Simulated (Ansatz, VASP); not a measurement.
**One calculation of LaF5, two programs**

```
La F
1.0
     0.00000    3.46923    3.46923
     3.46923    0.00000    3.46923
     3.46923    3.46923    0.00000
La F
1 5
Cartesian
  0.0000 0.0000 0.0000
  5.2038 5.2038 5.2038
  4.3298 4.3298 2.6087
  4.3298 2.6087 4.3298
  2.6087 2.6087 2.6087
  2.6087 4.3298 4.3298
```

Change from the starting cell: species swapped into the ErCu5 type (F-43m, No. 216).

Alike in both runs: task single point; functional PBE; k mesh 4 × 4 × 4; occupations gaussian, width 0.1 eV; no spin polarisation.

|  | VASP | Ansatz |
| --- | --- | --- |
| version | VASP 6.6.1 | Ansatz 0.2.0 |
| potentials or method | VASP PAW PBE potentials, release 64 (La, F), cutoff 520 eV | scalar-relativistic, plane waves, PAW |
| valence electrons in the cell | 46 | 46 |

Ansatz gave:

* gap on the k mesh at the Fermi level (eV): none
* pressure (GPa): -12.1
* rms of the force components (eV/Å): 0.177

Which values does VASP return?

gap on the k mesh at the Fermi level (eV): none; pressure (GPa): -12.4; rms of the force components (eV/Å): 0.178.

Atom by atom the forces differ by 0.000 eV/Å (rms over components). A gap of «none» marks a metal or a gap that the smearing closes.

The k mesh is coarse, so the values compare programs but aren't converged. Spin-orbit coupling is off throughout.
